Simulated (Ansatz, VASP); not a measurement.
Two plane-wave programs on RbCl

```
Rb Cl
1.0
     0.00000    3.30581    3.30581
     3.30581    0.00000    3.30581
     3.30581    3.30581    0.00000
Rb Cl
1 1
Direct
  0.00000 0.00000 0.00000
  0.50000 0.50000 0.50000
```

Alike in both runs: task single point; functional PBE; k mesh 6 × 6 × 6; non-collinear spin, spin-orbit coupling.

|  | VASP | Ansatz |
| --- | --- | --- |
| version | VASP 6.6.1 | Ansatz 0.2.0 |
| potentials or method | VASP PAW PBE potentials, release 64 (Rb_sv, Cl) | plane waves, PAW |
| plane-wave cutoff (eV) | 500 | 420 |
| occupations | gaussian, width 0.01 eV | fixed |
| valence electrons in the cell | 16 | 16 |

|  | VASP | Ansatz | Ansatz less VASP |
| --- | --- | --- | --- |
| net moment per atom (μB) | 0.00 | 0.00 | 0.000 |

Ansatz's warnings: optics gap not shown off mesh.
